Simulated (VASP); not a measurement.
# Na (Im-3m) in VASP: notebook

The runs below take Na through single point, with BLYP.

Everything below comes from runs of VASP 6.6.1. Logs are shortened: lines on timing, memory, paths and dates and some standing lists are left out, and cuts for length are marked.

## (1) The cell of the first run

It takes space group Im-3m (No. 229, cubic). The conventional cell has a = 4.370 Å, b = 4.370 Å, c = 4.370 Å, α = 90.00°, β = 90.00°, γ = 90.00°. Na (site symmetry m-3m) has 14 Na at 3.78 to 4.37 Å within 5.0 Å.

## (2) Single point, BLYP (41.72 Å³/atom)

INCAR reads:

```
SYSTEM = Na
PREC = Accurate ; ENCUT = 520
EDIFF = 1E-6 ; ISMEAR = -1
SIGMA = 0.1 ; LREAL = .False.
LASPH = .True. ; NELM = 60
ALGO = Normal ; ISIF = 2
LWAVE = .False. ; LCHARG = .False.
GGA = B5 ; ALDAX = 1.0
AGGAX = 1.0 ; AGGAC = 1.0
ALDAC = 0.0 ; NBANDS = 10
```

KPOINTS reads:

```
regular mesh
0
Gamma
  17 17 17
  0 0 0
```

POSCAR reads:

```
Na
1.0
   -2.1849214567      2.1849214567      2.1849214567
    2.1849214567     -2.1849214567      2.1849214567
    2.1849214567      2.1849214567     -2.1849214567
Na
1
Direct
    0.0000000000      0.0000000000      0.0000000000
```

Potentials or basis: VASP PAW PBE potentials, release 64 (Na_pv).

Launch:

```bash
> cat potpaw_PBE.64/Na_pv/POTCAR > POTCAR
> mpirun -np 1 vasp_std > vasp.out
```

OUTCAR:

```text
SYSTEM = Na
   PREC = Accurate
   ENCUT = 520
   EDIFF = 1E-6
   ISMEAR = -1
   LREAL = .False.
   LASPH = .True.
   NELM = 60
   ISIF = 2
   GGA = B5

 ion  position               nearest neighbor table
   1  0.000  0.000  0.000-

  LATTYP: Found a body centered cubic cell.
 ALAT       =     4.3698429134

  Lattice vectors:

 A1 = (  -2.1849214567,   2.1849214567,   2.1849214567)
 A2 = (   2.1849214567,  -2.1849214567,   2.1849214567)
 A3 = (   2.1849214567,   2.1849214567,  -2.1849214567)

Analysis of symmetry for initial positions (statically):
=====================================================================
 Subroutine PRICEL returns:
 Original cell was already a primitive cell.

 Routine SETGRP: Setting up the symmetry group for a
 body centered cubic supercell.

 Subroutine GETGRP returns: Found 48 space group operations
 (whereof 48 operations were pure point group operations)
 out of a pool of 48 trial point group operations.

The static configuration has the point symmetry O_h .

Analysis of symmetry for dynamics (positions and initial velocities):
=====================================================================
 Subroutine PRICEL returns:
 Original cell was already a primitive cell.

 Routine SETGRP: Setting up the symmetry group for a
 body centered cubic supercell.

 Subroutine GETGRP returns: Found 48 space group operations
 (whereof 48 operations were pure point group operations)
 out of a pool of 48 trial point group operations.

The dynamic configuration has the point symmetry O_h .

 Subroutine INISYM returns: Found 48 space group operations
 (whereof 48 operations are pure point group operations),
 and found     1 'primitive' translations

----------------------------------------------------------------------------------------

                                     Primitive cell

  volume of cell :      41.7222

  direct lattice vectors                    reciprocal lattice vectors
    -2.184921457  2.184921457  2.184921457     0.000000000  0.228841178  0.228841178
     2.184921457 -2.184921457  2.184921457     0.228841178  0.000000000  0.228841178
     2.184921457  2.184921457 -2.184921457     0.228841178  0.228841178  0.000000000

  length of vectors
     3.784394974  3.784394974  3.784394974     0.323630298  0.323630298  0.323630298

  position of ions in fractional coordinates (direct lattice)
     0.000000000  0.000000000  0.000000000

  ion indices of the primitive-cell ions
   primitive index   ion index
                 1           1

----------------------------------------------------------------------------------------

 KPOINTS: regular mesh

Automatic generation of k-mesh.
 Grid dimensions read from file:
 generate k-points for:   17   17   17

 Generating k-lattice:

  Cartesian coordinates                     Fractional coordinates (reciprocal lattice)
     0.000000000  0.013461246  0.013461246     0.058823529  0.000000000  0.000000000
     0.013461246  0.000000000  0.013461246     0.000000000  0.058823529  0.000000000
     0.013461246  0.013461246  0.000000000     0.000000000  0.000000000  0.058823529

  Length of vectors
     0.019037076  0.019037076  0.019037076

  Shift w.r.t. Gamma in fractional coordinates (k-lattice)
     0.000000000  0.000000000  0.000000000

 Subroutine IBZKPT returns following result:
 ===========================================

 Found    165 irreducible k-points:

 Following reciprocal coordinates:
            Coordinates               Weight
  0.000000  0.000000  0.000000      1.000000
  0.058824  0.000000  0.000000     12.000000
  0.117647  0.000000  0.000000     12.000000
  0.176471  0.000000  0.000000     12.000000
  0.235294  0.000000  0.000000     12.000000
  0.294118  0.000000  0.000000     12.000000
[... 16 lines left out ...]
  0.411765  0.117647  0.000000     48.000000
  0.176471  0.176471  0.000000     24.000000
 [... further k-points ...]
   k-points           NKPTS =    165   k-points in BZ     NKDIM =    165   number of bands    NBANDS=     10
   number of dos      NEDOS =    301   number of ions     NIONS =      1
   total plane-waves  NPLWV =  21952
   dimension x,y,z NGX =    28 NGY =   28 NGZ =   28
   dimension x,y,z NGXF=    56 NGYF=   56 NGZF=   56
   ions per type =               1
   NGX,Y,Z   is equivalent  to a cutoff of  12.30, 12.30, 12.30 a.u.
   NGXF,Y,Z  is equivalent  to a cutoff of  24.60, 24.60, 24.60 a.u.
 SYSTEM =  Na
   PREC   = accura    normal or accurate (medium, high low for compatibility)
   ISTART =      0    job   : 0-new  1-cont  2-samecut
   ICHARG =      2    charge: 1-file 2-atom 10-const
   ISPIN  =      1    spin polarized calculation?
   LNONCOLLINEAR =      F non collinear calculations
   LSORBIT =      F    spin-orbit coupling
   LASPH  =      T    aspherical Exc in radial PAW
   ENCUT  =  520.0 eV  38.22 Ry    6.18 a.u.   7.04  7.04  7.04*2*pi/ulx,y,z
   NELM   =     60;   NELMIN=  2; NELMDL= -5     # of ELM steps
   EDIFF  = 0.1E-05   stopping-criterion for ELM
   LREAL  =      F    real-space projection
   EDIFFG = 0.1E-04   stopping-criterion for IOM
   NSW    =      0    number of steps for IOM
   IBRION =     -1    ionic relax: 0-MD 1-quasi-New 2-CG
   NFREE  =      0    steps in history (QN), initial steepest desc. (CG)
   ISIF   =      2    stress and relaxation
   ISYM   =      2    0-nonsym 1-usesym 2-fastsym
   POTIM  = 0.5000    time-step for ionic-motion
   TEBEG  =    0.0;   TEEND  =   0.0 temperature during run
   PSTRESS=    0.0 pullay stress
   NELECT =       7.0000    total number of electrons
   NUPDOWN=      -1.0000    fix difference up-down
   EMIN   =  10.00;   EMAX   =-10.00  energy-range for DOS
   EFERMI =   0.00;   METHOD = LEGACY
   ISMEAR =    -1;   SIGMA  =   0.10  broadening in eV -4-tet -1-fermi 0-gaus
   EFERMI_NEDOS =   21; number of points for ismear=-14 and -15
   IALGO  =     38    algorithm
   IMIX   =      4    mixing-type and parameters
     AMIX     =   0.40;   BMIX     =  1.00
     AMIX_MAG =   1.60;   BMIX_MAG =  1.00
  volume/ion in A,a.u.               =      41.72       281.56
  Fermi-wavevector in a.u.,A,eV,Ry     =   0.902925  1.706281 11.092470  0.815274
  Thomas-Fermi vector in A             =   2.026188
   LORBIT       =      0    0 simple, 1 ext, 2 COOP (PROOUT), +10 PAW based schemes
   GGA     = B5    functional components
   LHFCALC =     F    Hartree Fock is set to
   AEXX    =    0.0000 exact exchange contribution
   IVDW    =     0    specifies the selected vdW correction
   LEPSILON=     F    determine dielectric tensor
   LRPA    =     F    only Hartree local field effects (RPA)
 non-spin polarized calculation
  energy-cutoff  :      520.00
  volume of cell :       41.72
 maximum number of plane-waves:      1157
   NGX = 15   NGY = 15   NGZ = 15

 number of electron       6.9999984 magnetization

 Free energy of the ion-electron system (eV)
  ---------------------------------------------------
  ext. energy  EPLUGINS =         0.00000000
  ---------------------------------------------------
  free energy    TOTEN  =        -0.93191333 eV

  energy without entropy =       -0.91507892  energy(sigma->0) =       -0.92349613

 E-fermi :   0.4264     XC(G=0):  -5.8212

 val. band max:        0.3962874953   @ k =  -0.3529   0.4118   0.1765
 cond. band min:       0.5023203280   @ k =   0.4118   0.0588   0.0000
 fundamental gap:      0.1060328327
 Fermi energy:         0.4264407679

 k-point     1 :       0.0000    0.0000    0.0000
  band No.  band energies     occupation
      1     -24.9602      2.00000
      2     -24.9602      2.00000
      3     -24.9602      2.00000
      4      -2.6248      2.00000
      5      11.3450      0.00000
      6      11.3450      0.00000
      7      11.3450      0.00000
      8      12.4099      0.00000
      9      12.4204      0.00000
     10      12.5093      0.00000

 k-point     2 :       0.0588    0.0000    0.0000
  band No.  band energies     occupation
      1     -24.9610      2.00000
      2     -24.9605      2.00000
      3     -24.9602      2.00000
      4      -2.5686      2.00000
      5      10.5298      0.00000
      6      10.9926      0.00000
      7      11.0012      0.00000
      8      11.7701      0.00000
      9      11.9370      0.00000
     10      12.6093      0.00000

 k-point     3 :       0.1176    0.0000    0.0000
  band No.  band energies     occupation
      1     -24.9632      2.00000
      2     -24.9612      2.00000
      3     -24.9602      2.00000
      4      -2.4001      2.00000
      5       9.1156      0.00000
      6      10.3752      0.00000
      7      10.4517      0.00000
      8      11.0972      0.00000
      9      11.5805      0.00000
     10      12.7753      0.00000

 k-point     4 :       0.1765    0.0000    0.0000
  band No.  band energies     occupation
      1     -24.9665      2.00000
      2     -24.9624      2.00000
      3     -24.9602      2.00000
      4      -2.1204      2.00000
      5       7.6969      0.00000
      6       9.7797      0.00000
      7       9.9419      0.00000
      8      10.5116      0.00000
      9      11.1781      0.00000
     10      13.0600      0.00000
[... 222 lines left out ...]
 k-point    22 :       0.3529    0.1176   -0.0000
  band No.  band energies     occupation
      1     -24.9805      2.00000
      2     -24.9682      2.00000
      3     -24.9612      2.00000
      4       0.2347      1.74369
      5       2.9507      0.00000
      6       6.4638      0.00000
      7       8.2803      0.00000
      8      10.0545      0.00000
      9      11.7838      0.00000
     10      13.6063      0.00000

 k-point    23 :       0.4118    0.1176    0.0000
  band No.  band energies     occupation
      1     -24.9817      2.00000
      2     -24.9689      2.00000
      3     -24.9612      2.00000
      4       1.0299      0.00478
      5       1.9630      0.00000
      6       6.3607      0.00000
      7       8.1823      0.00000
      8       9.9559      0.00000
      9      11.7086      0.00000
     10      14.2111      0.00000

 k-point    24 :       0.1765    0.1765    0.0000
  band No.  band energies     occupation
      1     -24.9746      2.00000
      2     -24.9651      2.00000
      3     -24.9616      2.00000
      4      -1.1239      2.00000
      5       5.8277      0.00000
      6       6.2833      0.00000
      7       8.7224      0.00000
      8      11.0813      0.00000
      9      11.6169      0.00000
     10      13.9394      0.00000

 [... further k-points ...]

------------------------ aborting loop because EDIFF is reached ----------------------------------------

  FORCE on cell =-STRESS in cart. coord.  units (eV):
  Direction    XX          YY          ZZ          XY          YZ          ZX
  --------------------------------------------------------------------------------------
  -------------------------------------------------------------------------------------
  Total       -0.1717463     -0.1717463     -0.1717463      0.0000000     -0.0000000     -0.0000000
  in kB       -6.5952398     -6.5952398     -6.5952398      0.0000000     -0.0000000     -0.0000000
  external PRESSURE =      -6.5952398 kB  Pullay stress =       0.0000000 kB

 VOLUME and BASIS-vectors are now :
 -----------------------------------------------------------------------------
  energy-cutoff  :      520.00
  volume of cell :       41.72
      direct lattice vectors                 reciprocal lattice vectors
    -2.184921457  2.184921457  2.184921457     0.000000000  0.228841178  0.228841178
     2.184921457 -2.184921457  2.184921457     0.228841178  0.000000000  0.228841178
     2.184921457  2.184921457 -2.184921457     0.228841178  0.228841178  0.000000000

 POSITION                                       TOTAL-FORCE (eV/Angst)
 -----------------------------------------------------------------------------------
      0.00000      0.00000      0.00000        -0.000000      0.000000     -0.000000
 -----------------------------------------------------------------------------------
    total drift:                               -0.000000     -0.000000     -0.000000

  FREE ENERGIE OF THE ION-ELECTRON SYSTEM (eV)
  ---------------------------------------------------
  free  energy   TOTEN  =        -0.9319133304 eV

  energy  without entropy=       -0.9150789245  energy(sigma->0) =       -0.92349613
```

It took 24 s on 1 thread of Intel Xeon Platinum 8488C (Sapphire Rapids), shared host; peak memory 0.18 GiB.

Results:

* Free energy: -0.9319 eV
* Pressure: -0.7 GPa
* Band gap on the k mesh: zero (an odd number of electrons rules out a gap without spin polarisation)

Caveat: the PAW data sets were made with another functional, which shifts forces and pressure a little.

## (3) Single point, BLYP, non-collinear spin, zero start, spin-orbit coupling

This run uses another cell than the first one, of 37.25 Å³/atom.

INCAR reads:

```
SYSTEM = Na
PREC     = Accurate       ! precision mode
ENCUT    = 520            ! plane-wave cutoff, eV
EDIFF    = 1E-6           ! SCF threshold, eV
ISMEAR   = -1             ! smearing method
SIGMA    = 0.1            ! smearing width, eV
LREAL    = .False.        ! projectors in reciprocal space
LASPH    = .True.         ! aspherical terms in the spheres
NELM     = 150            ! most SCF steps
ALGO     = Normal         ! electronic algorithm
ISIF     = 2              ! what is computed and relaxed
LWAVE    = .False.        ! write WAVECAR
LCHARG   = .False.        ! write CHGCAR
MAGMOM   = 0 0 0          ! initial moments
LORBIT   = 11             ! projections on sites
LSORBIT  = .True.         ! spin-orbit coupling
GGA_COMPAT= .False.      
LORBMOM  = .True.       
GGA      = B5             ! functional
ALDAX    = 1.0          
AGGAX    = 1.0          
AGGAC    = 1.0          
ALDAC    = 0.0          
NBANDS   = 18             ! bands
```

KPOINTS reads:

```
Automatic mesh
0
Gamma
  11 11 11
  0 0 0
```

POSCAR reads:

```
Na
1.0
   -2.1039229067      2.1039229067      2.1039229067
    2.1039229067     -2.1039229067      2.1039229067
    2.1039229067      2.1039229067     -2.1039229067
Na
1
Direct
    0.0000000000      0.0000000000      0.0000000000
```

Potentials or basis: VASP PAW PBE potentials, release 64 (Na_pv).

Launch:

```bash
> cat potpaw_PBE.64/Na_pv/POTCAR > POTCAR
> mpirun -np 1 vasp_ncl > vasp.out
```

Run time: 37 s. Hardware: 1 thread of Intel Xeon Platinum 8488C (Sapphire Rapids), shared host; peak memory 0.25 GiB.

Results (log left out):

```
Free energy                                           : -0.9436 eV
Pressure                                              : 0.0 GPa
Net moment                                            : 0.00 μB per cell
Valence electrons inside the program's atomic spheres : Na 6.07
```

Moments on the atoms (μB; x, y, z):
```
Na  0.00 0.00 0.00
```

Caveat: the PAW data sets were made with another functional, which shifts forces and pressure a little.
